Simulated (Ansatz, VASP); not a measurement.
## GaP in VASP and in Ansatz

File INCAR:

```
ALGO = Normal
EDIFF = 1E-6
ENCUT = 520
GGA = PE
ISIF = 2
ISMEAR = 0
LASPH = True
LCHARG = False
LREAL = False
LWAVE = False
NBANDS = 16
NELM = 80
PREC = Accurate
SIGMA = 0.05
```

The input KPOINTS:

```
k-points
0
Gamma
  10 10 10
```

Contents of POSCAR:

```
GaP
1.0
    0.0000000000      2.5834518498      2.7251601791
    2.7251601791      0.0000000000      2.7251601791
    2.7251601791      2.5834518498      0.0000000000
Ga P
1 1
Direct
    0.0000000000      0.0000000000      0.0000000000
    0.7500000000      0.7500000000      0.7500000000
```

Input for Ansatz:

```yaml
crystal:
  lattice:
    - [0.0, 2.5834518498, 2.7251601791]
    - [2.7251601791, 0.0, 2.7251601791]
    - [2.7251601791, 2.5834518498, 0.0]
  atoms:
    - { symbol: Ga, position: [0.0, 0.0, 0.0] }
    - { symbol: P, position: [0.75, 0.75, 0.75] }
basis:
  ecutwfc: 420
kpoints:
  mp_grid: { grid: [10, 10, 10] }
hamiltonian:
  xc: pbe
scf:
  occupations: { method: gaussian, width: 0.05 }
output:
  forces: true
  stress: true
  eigenvalues: true
```

Alike in both runs: task single point; functional PBE; k mesh 10 × 10 × 10; occupations gaussian, width 0.05 eV; no spin polarisation.

|  | VASP | Ansatz |
| --- | --- | --- |
| version | VASP 6.6.1 | Ansatz 0.2.0 |
| potentials or method | VASP PAW PBE potentials, release 64 (Ga_d, P), cutoff 520 eV | scalar-relativistic, plane waves, PAW |
| valence electrons in the cell | 18 | 18 |

```tsv
	VASP	Ansatz	Ansatz less VASP
gap on the k mesh at the Fermi level (eV)	1.00	1.00	0.000
least direct gap on the mesh (eV)	2.07	2.07	-0.001
pressure (GPa)	7.6	7.7	+0.12
traceless stress, the component that is largest in VASP (GPa)	2.33	2.32	-0.010
```

With one functional, cell and mesh, what is left measures potentials, basis and numerics.
